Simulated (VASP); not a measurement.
Wanted: the native input for a VASP 6.6.1 run.

- Task: single point
- Functional: r2SCAN
- Dispersion: rVV10
- Potentials or basis: VASP PAW PBE potentials, release 64 (Na_pv, I)
- Cutoff: 520 eV
- k mesh: 6 × 6 × 6
- Occupations: fermi-dirac, width 0.03 eV
- Spin: no spin polarisation
- Dipole correction: no
- Further INCAR settings: ALGO = Normal; EDIFF = 1e-06; NBANDS = 14

Crystal: NaI.

```
Na I
1.0
     2.48313    1.43363    4.05507
    -2.48313    1.43363    4.05507
     0.00000   -2.86727    4.05507
Na I
1 1
Direct
  0.04131 0.04131 0.04131
  0.29112 0.29112 0.29112
```

One way to write it, as run:

POSCAR

```
NaI
1.0
    2.4831274597      1.4336343086      4.0550677111
   -2.4831274597      1.4336343086      4.0550677111
    0.0000000000     -2.8672686133      4.0550677125
Na I
1 1
Direct
    1.0413089394      1.0413089394      1.0413089394
    0.2911240606      0.2911240606      0.2911240606
```

INCAR.step1

```
PREC = Accurate ; ENCUT = 520
ISMEAR = -1 ; SIGMA = 0.03
LREAL = False ; LASPH = True
NELM = 100 ; NBANDS = 14
GGA = PE ; ALGO = Normal
EDIFF = 1E-4 ; LWAVE = True
LCHARG = False
```

INCAR.step2

```
PREC = Accurate ; ENCUT = 520
EDIFF = 1E-6 ; ISMEAR = -1
SIGMA = 0.03 ; LREAL = False
LASPH = True ; NELM = 100
ALGO = Normal ; ISIF = 2
LWAVE = False ; LCHARG = False
METAGGA = R2SCAN ; LMIXTAU = True
LUSE_VDW = True ; IVDW_NL = 2
BPARAM = 11.95 ; CPARAM = 0.0093
NBANDS = 14 ; ISTART = 1
```

KPOINTS

```
Automatic mesh
0
Gamma
  6 6 6
```

Potentials or basis: VASP PAW PBE potentials, release 64 (Na_pv, I).

The run is started by

```sh
$ cat potpaw_PBE.64/Na_pv/POTCAR potpaw_PBE.64/I/POTCAR > POTCAR
$ cp INCAR.step1 INCAR
$ mpirun -np 1 vasp_std > vasp.out
$ cp INCAR.step2 INCAR
$ mpirun -np 1 vasp_std > vasp.out
```

It gave:

The pressure is 0.0 GPa and the band gap on the k mesh is 4.35 eV.

Caveat: the PAW data sets were made with another functional, which shifts forces and pressure a little; spin-orbit coupling is left out, which moves the levels of the heavy elements.

Run time: 2.1 min on 1 thread of Intel(R) Xeon(R) 6975P-C (Granite Rapids), on a shared host, peak memory 0.5 GiB.
